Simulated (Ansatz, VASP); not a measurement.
## One calculation of MoS2, two programs

```xyz
15
Lattice="3.1414 0.0000 0.0000 -1.5707 2.7206 0.0000 0.0000 0.0000 43.2758" Properties=species:S:1:pos:R:3 pbc="T T T"
S     0.0000    1.8137    7.5000
S     0.0000    1.8137   10.6182
S     1.5707    0.9069   13.7894
S     1.5707    0.9069   16.9076
S     0.0000    1.8137   20.0788
S     0.0000    1.8137   23.1970
S     1.5707    0.9069   26.3682
S     1.5707    0.9069   29.4864
S     0.0000    1.8137   32.6576
S     0.0000    1.8137   35.7758
Mo    1.5707    0.9069    9.0591
Mo    0.0000    1.8137   15.3485
Mo    1.5707    0.9069   21.6379
Mo    0.0000    1.8137   27.9273
Mo    1.5707    0.9069   34.2167
```

Alike in both runs: task single point; functional PBEsol; k mesh 9 × 9 × 1; occupations gaussian, width 0.05 eV; no spin polarisation.

```csv
,VASP,Ansatz
version,VASP 6.6.1,Ansatz 0.2.0
potentials or method,"VASP PAW PBE potentials, release 64 (S, Mo_sv), cutoff 520 eV","scalar-relativistic, plane waves, PAW"
valence electrons in the cell,130,130
```

Ansatz gave:

| Property | Result |
| --- | --- |
| gap on the k mesh at the Fermi level (eV) | 1.15 |
| least direct gap on the mesh (eV) | 1.75 |
| rms of the force components (eV/Å) | 0.007 |

Problem. What did VASP give for the same quantities?

Solution. gap on the k mesh at the Fermi level (eV): 1.16; least direct gap on the mesh (eV): 1.75; rms of the force components (eV/Å): 0.006.

VASP's potentials were made for PBE, not for PBEsol. Ansatz's warnings: xc potential rough in thin density.
